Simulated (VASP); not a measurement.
Runs of VASP 6.6.1 on Co. The structure is that of space group P6_3/mmc (No. 194), or close to it. The cells are those of the table. 

```tsv
cell	k mesh	gap on the mesh (eV)	pressure (GPa)	moment (μB)
a = 2.480, b = 2.480, c = 3.944 Å, angles 90.0, 90.0, 120.0°, 2 atoms	21 × 21 × 10	none	(b)	3.12
a = 2.505, b = 2.505, c = 3.925 Å, angles 90.0, 90.0, 120.0°, 2 atoms	21 × 21 × 10	none	-7.0	3.15
a = 2.462, b = 2.462, c = 3.930 Å, angles 90.0, 90.0, 120.0°, 2 atoms	24 × 24 × 14	none	0.4	3.12
a = 2.530, b = 2.530, c = 3.903 Å, angles 90.0, 90.0, 120.0°, 2 atoms	21 × 21 × 10	none	-9.5	3.18
a = 2.469, b = 2.469, c = 3.890 Å, angles 90.0, 90.0, 120.0°, 2 atoms	24 × 24 × 14	none	1.7	3.11
a = 2.506, b = 2.506, c = 4.049 Å, angles 90.0, 90.0, 120.0°, 2 atoms	24 × 24 × 14	none	(d)	3.24
a = 2.530, b = 2.530, c = 3.897 Å, angles 90.0, 90.0, 120.0°, 2 atoms	21 × 21 × 10	none	(a)	(c)
a = 2.505, b = 2.505, c = 3.920 Å, angles 90.0, 90.0, 120.0°, 2 atoms	21 × 21 × 10	none	-6.8	3.15
```

Alike in all rows: task single point; level PBEsol; potentials or basis VASP PAW PBE potentials, release 64 (Co); spin collinear, ferromagnetic start; cutoff (eV) 520; smearing gaussian 0.1 eV.

Problem. Fill in the values left out.

Solution. (a) -9.1; (b) -4.2; (c) 3.17; (d) -13.1.

Caveats: the PAW data sets were made with another functional, which shifts forces and pressure a little.

A gap of «none» marks levels without a gap at the run's occupations.
